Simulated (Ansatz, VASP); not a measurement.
**ZrNb2N3: VASP beside Ansatz**

```
Zr Nb N
1.0
     3.62313    0.00000    0.00000
    -1.81157    3.13772    0.00000
     0.00000    0.00000   11.49411
Zr Nb N
1 2 3
Cartesian
  0.0000 0.0000 0.0000
  0.0000 0.0000 3.9244
  0.0000 0.0000 7.5697
  0.0000 2.0918 0.0000
  1.8116 1.0459 0.0000
  0.0000 0.0000 5.7471
```

Alike in both runs: functional PBE; k mesh 4 × 4 × 2; occupations gaussian, width 0.15 eV; no spin polarisation.

Ansatz relaxed the structure, and its values are those at the end. VASP's run is a single point on that final structure, the one shown.

|  | VASP | Ansatz |
| --- | --- | --- |
| version | VASP 6.6.1 | Ansatz 0.2.0 |
| potentials or method | VASP PAW PBE potentials, release 64 (Zr_sv, Nb_sv, N), cutoff 600 eV | scalar-relativistic, plane waves, PAW |
| valence electrons in the cell | 53 | 53 |

|  | VASP | Ansatz | Ansatz less VASP |
| --- | --- | --- | --- |
| gap on the k mesh at the Fermi level (eV) | none | none | - |
| pressure (GPa) | 0.1 | 0.2 | +0.06 |
| rms of the force components (eV/Å) | 0.008 | 0.000 | -0.0079 |

A gap of «none» marks a metal or a gap that the smearing closes.

The k mesh is coarse, so the values compare programs but aren't converged.
